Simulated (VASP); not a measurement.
# ZnSe (Stilleite) (F-43m) in VASP: a series of runs

ZnSe (Stilleite) is run at these levels: PBEsol; tasks: single point, relaxation of cell and atoms.

Program: VASP 6.6.1. These are calculated values, not measurements. Logs are shortened: lines on timing, memory, paths and dates and some standing lists are left out, and cuts for length are marked.

**1. The cell of the first run**

The structure is cubic, space group F-43m (No. 216). Conventional cell: a = 5.634 Å, b = 5.634 Å, c = 5.634 Å, α = 90.00°, β = 90.00°, γ = 90.00°. Zn (site symmetry -43m) has 4 Se at 2.44 Å within 3.2 Å. Se (site symmetry -43m) has 4 Zn at 2.44 Å within 3.2 Å.

**2. Single point, PBEsol**

INCAR reads:

```
SYSTEM = ZnSe
PREC     = Accurate       ! precision mode
ENCUT    = 500            ! plane-wave cutoff, eV
EDIFF    = 1E-6           ! SCF threshold, eV
ISMEAR   = 0              ! smearing method
SIGMA    = 0.02           ! smearing width, eV
LREAL    = .False.        ! projectors in reciprocal space
LASPH    = .True.         ! aspherical terms in the spheres
NELM     = 120            ! most SCF steps
ALGO     = Normal         ! electronic algorithm
ISIF     = 2              ! what is computed and relaxed
LWAVE    = .False.        ! write WAVECAR
LCHARG   = .False.        ! write CHGCAR
GGA      = PS             ! functional
NBANDS   = 16             ! bands
GGA_COMPAT= .False.
```

KPOINTS reads:

```
regular mesh
0
Gamma
  8 8 8
  0 0 0
```

POSCAR reads:

```
ZnSe
1.0
    0.0000000000      2.8167926656      2.8167926656
    2.8167926656      0.0000000000      2.8167926656
    2.8167926656      2.8167926656      0.0000000000
Zn Se
1 1
Direct
    0.0000000000      0.0000000000      0.0000000000
    0.2500000000      0.2500000000      0.2500000000
```

Potentials or basis: VASP PAW PBE potentials, release 64 (Zn, Se).

Command:

```bash
> cat potpaw_PBE.64/Zn/POTCAR potpaw_PBE.64/Se/POTCAR > POTCAR
> mpirun -np 1 vasp_std > vasp.out
```

OUTCAR:

```text
SYSTEM = ZnSe
   PREC = Accurate
   ENCUT = 500
   EDIFF = 1E-6
   ISMEAR = 0
   LREAL = .False.
   LASPH = .True.
   NELM = 120
   ISIF = 2
   GGA = PS

 ion  position               nearest neighbor table
   1  0.000  0.000  0.000-   2 2.44   2 2.44   2 2.44   2 2.44
   2  0.250  0.250  0.250-   1 2.44   1 2.44   1 2.44   1 2.44

  LATTYP: Found a face centered cubic cell.
 ALAT       =     5.6335853312

  Lattice vectors:

 A1 = (   0.0000000000,   2.8167926656,   2.8167926656)
 A2 = (   2.8167926656,   0.0000000000,   2.8167926656)
 A3 = (   2.8167926656,   2.8167926656,   0.0000000000)

Analysis of symmetry for initial positions (statically):
=====================================================================
 Subroutine PRICEL returns:
 Original cell was already a primitive cell.

 Routine SETGRP: Setting up the symmetry group for a
 face centered cubic supercell.

 Subroutine GETGRP returns: Found 24 space group operations
 (whereof 24 operations were pure point group operations)
 out of a pool of 48 trial point group operations.

The static configuration has the point symmetry T_d .

Analysis of symmetry for dynamics (positions and initial velocities):
=====================================================================
 Subroutine PRICEL returns:
 Original cell was already a primitive cell.

 Routine SETGRP: Setting up the symmetry group for a
 face centered cubic supercell.

 Subroutine GETGRP returns: Found 24 space group operations
 (whereof 24 operations were pure point group operations)
 out of a pool of 48 trial point group operations.

The dynamic configuration has the point symmetry T_d .

 Subroutine INISYM returns: Found 24 space group operations
 (whereof 24 operations are pure point group operations),
 and found     1 'primitive' translations

----------------------------------------------------------------------------------------

                                     Primitive cell

  volume of cell :      44.6987

  direct lattice vectors                    reciprocal lattice vectors
     0.000000000  2.816792666  2.816792666    -0.177506852  0.177506852  0.177506852
     2.816792666  0.000000000  2.816792666     0.177506852 -0.177506852  0.177506852
     2.816792666  2.816792666  0.000000000     0.177506852  0.177506852 -0.177506852

  length of vectors
     3.983546390  3.983546390  3.983546390     0.307450887  0.307450887  0.307450887

[... 73 lines left out ...]
   ICHARG =      2    charge: 1-file 2-atom 10-const
   ISPIN  =      1    spin polarized calculation?
   LNONCOLLINEAR =      F non collinear calculations
   LSORBIT =      F    spin-orbit coupling
   LASPH  =      T    aspherical Exc in radial PAW
   ENCUT  =  500.0 eV  36.75 Ry    6.06 a.u.   7.26  7.26  7.26*2*pi/ulx,y,z
   NELM   =    120;   NELMIN=  2; NELMDL= -5     # of ELM steps
   EDIFF  = 0.1E-05   stopping-criterion for ELM
   LREAL  =      F    real-space projection
   EDIFFG = 0.1E-04   stopping-criterion for IOM
   NSW    =      0    number of steps for IOM
   IBRION =     -1    ionic relax: 0-MD 1-quasi-New 2-CG
   NFREE  =      0    steps in history (QN), initial steepest desc. (CG)
   ISIF   =      2    stress and relaxation
   ISYM   =      2    0-nonsym 1-usesym 2-fastsym
   POTIM  = 0.5000    time-step for ionic-motion
   TEBEG  =    0.0;   TEEND  =   0.0 temperature during run
   PSTRESS=    0.0 pullay stress
   NELECT =      18.0000    total number of electrons
   NUPDOWN=      -1.0000    fix difference up-down
   EMIN   =  10.00;   EMAX   =-10.00  energy-range for DOS
   EFERMI =   0.00;   METHOD = LEGACY
   ISMEAR =     0;   SIGMA  =   0.02  broadening in eV -4-tet -1-fermi 0-gaus
   EFERMI_NEDOS =   21; number of points for ismear=-14 and -15
   IALGO  =     38    algorithm
   IMIX   =      4    mixing-type and parameters
     AMIX     =   0.40;   BMIX     =  1.00
     AMIX_MAG =   1.60;   BMIX_MAG =  1.00
  volume/ion in A,a.u.               =      22.35       150.82
  Fermi-wavevector in a.u.,A,eV,Ry     =   1.208929  2.284544 19.885041  1.461509
  Thomas-Fermi vector in A             =   2.344522
   LORBIT       =      0    0 simple, 1 ext, 2 COOP (PROOUT), +10 PAW based schemes
   GGA     = PS    functional components
   LHFCALC =     F    Hartree Fock is set to
   AEXX    =    0.0000 exact exchange contribution
   IVDW    =     0    specifies the selected vdW correction
   LEPSILON=     F    determine dielectric tensor
   LRPA    =     F    only Hartree local field effects (RPA)
 non-spin polarized calculation
 Gauss-broadening in eV      SIGMA  =   0.02
  energy-cutoff  :      500.00
  volume of cell :       44.70
 maximum number of plane-waves:      1158
 NGX is ok and might be reduce to    30
   NGX = 15   NGY = 15   NGZ = 15

 number of electron      17.9999998 magnetization

 Free energy of the ion-electron system (eV)
  ---------------------------------------------------
  ext. energy  EPLUGINS =         0.00000000
  ---------------------------------------------------
  free energy    TOTEN  =        -6.77303806 eV

  energy without entropy =       -6.77303806  energy(sigma->0) =       -6.77303806

 E-fermi :   1.7745     XC(G=0):  -9.6087

 val. band max:        1.6444493059   @ k =   0.0000   0.0000   0.0000
 cond. band min:       2.8870545307   @ k =   0.0000   0.0000   0.0000
 fundamental gap:      1.2426052249
 Fermi energy:         1.7744992427

 k-point     1 :       0.0000    0.0000    0.0000
  band No.  band energies     occupation
      1     -11.7598      2.00000
      2      -4.9800      2.00000
      3      -4.9800      2.00000
      4      -4.9800      2.00000
      5      -4.5917      2.00000
      6      -4.5917      2.00000
[... 433 lines left out ...]
      3      -4.8336      2.00000
      4      -4.6285      2.00000
      5      -4.5850      2.00000
      6      -4.3738      2.00000
[... 8 lines left out ...]
     15      14.3311      0.00000
     16      15.1834      0.00000

 [... further k-points ...]
[... 5 lines left out ...]
  --------------------------------------------------------------------------------------
  -------------------------------------------------------------------------------------
  Total        0.0721542      0.0721542      0.0721542     -0.0000000     -0.0000000     -0.0000000
  in kB        2.5862903      2.5862903      2.5862903     -0.0000000     -0.0000000     -0.0000000
  external PRESSURE =       2.5862903 kB  Pullay stress =       0.0000000 kB

 VOLUME and BASIS-vectors are now :
 -----------------------------------------------------------------------------
  energy-cutoff  :      500.00
  volume of cell :       44.70
      direct lattice vectors                 reciprocal lattice vectors
     0.000000000  2.816792666  2.816792666    -0.177506852  0.177506852  0.177506852
     2.816792666  0.000000000  2.816792666     0.177506852 -0.177506852  0.177506852
     2.816792666  2.816792666  0.000000000     0.177506852  0.177506852 -0.177506852

 POSITION                                       TOTAL-FORCE (eV/Angst)
 -----------------------------------------------------------------------------------
      0.00000      0.00000      0.00000        -0.000000     -0.000000     -0.000000
      1.40840      1.40840      1.40840         0.000000      0.000000      0.000000
 -----------------------------------------------------------------------------------
    total drift:                               -0.000000     -0.000000      0.000000

  FREE ENERGIE OF THE ION-ELECTRON SYSTEM (eV)
  ---------------------------------------------------
  free  energy   TOTEN  =        -6.7730380584 eV

  energy  without entropy=       -6.7730380584  energy(sigma->0) =       -6.77303806
```

It took 42 s on 1 thread of AMD EPYC 7R13, shared host; peak memory 0.15 GiB.

Results:

| Property | Result |
| --- | --- |
| Free energy | -6.7730 eV |
| Pressure | 0.3 GPa |
| Band gap on the k mesh | 1.24 eV, direct |

Caveat: the PAW data sets were made with another functional, which shifts forces and pressure a little.

**3. Relaxation of cell and atoms, PBEsol**

This run uses another cell than the first one, of 23.54 Å³/atom, 1.053 times its volume.

INCAR reads:

```
SYSTEM = ZnSe
ALGO = Normal
EDIFF = 1E-7
EDIFFG = -0.005
ENCUT = 500
GGA = PS
GGA_COMPAT = .False.
IBRION = 2
ISIF = 3
ISMEAR = 0
LASPH = .True.
LCHARG = .False.
LREAL = .False.
LWAVE = .False.
NELM = 120
NELMIN = 4
NSW = 70
PREC = Accurate
SIGMA = 0.02
```

KPOINTS reads:

```
k-points
0
Gamma
  8 8 8
  0 0 0
```

POSCAR reads:

```
ZnSe
1.0
    0.0000000000      2.8659201935      2.8659201935
    2.8659201935      0.0000000000      2.8659201935
    2.8659201935      2.8659201935      0.0000000000
Zn Se
1 1
Direct
    0.0000000000      0.0000000000      0.0000000000
    0.2500000000      0.2500000000      0.2500000000
```

Potentials or basis: VASP PAW PBE potentials, release 64 (Zn, Se).

Command:

```bash
> cat potpaw_PBE.64/Zn/POTCAR potpaw_PBE.64/Se/POTCAR > POTCAR
> mpirun -np 1 vasp_std > vasp.out
```

It took 96 s on 1 thread of AMD EPYC 7R13, shared host; peak memory 0.15 GiB.

Results (log left out):

```
Free energy                            : -6.7733 eV
Relaxed volume                         : 22.44 Å³/atom
Relaxed cell                           : a = 3.989 Å, b = 3.989 Å, c = 3.989 Å, α = 60.00°, β = 60.00°, γ = 60.00°
Space group after relaxing (to 0.05 Å) : F-43m (No. 216)
Energy gained by relaxing              : 10.0 meV/atom
Ionic steps                            : 3
Pressure after relaxing                : 0.0 GPa
Band gap on the k mesh                 : 1.23 eV, direct
```

The path:
| step | energy change (eV) | largest force (eV/Å) | pressure (GPa) | volume (Å³) |
| --- | --- | --- | --- | --- |
| 1 | 0.0000 | 0.0000 | -2.80 | 47.08 |
| 2 | -0.0186 | 0.0000 | 0.79 | 44.33 |
| 3 | -0.0200 | 0.0000 | 0.01 | 44.87 |

Final structure:
```
Zn Se
1.0
     0.00000    2.82042    2.82042
     2.82042    0.00000    2.82042
     2.82042    2.82042    0.00000
Zn Se
1 1
Cartesian
  0.0000 0.0000 0.0000
  1.4102 1.4102 1.4102
```

Levels at points of the mesh, in eV from the valence-band top:
| k point | band 7 | band 8 | band 9 | band 10 | band 11 | band 12 |
| --- | --- | --- | --- | --- | --- | --- |
| (0.00, 0.00, 0.00) | 0.00 | 0.00 | 0.00 | 1.23 | 5.73 | 5.73 |
| (0.50, 0.00, 0.00) | -5.38 | -0.90 | -0.90 | 2.47 | 6.30 | 6.30 |
| (0.50, 0.50, 0.00) | -4.85 | -2.26 | -2.26 | 2.81 | 3.37 | 10.71 |

Caveat: the PAW data sets were made with another functional, which shifts forces and pressure a little. PBEsol gaps usually lie below the measured ones, often by a third to a half.
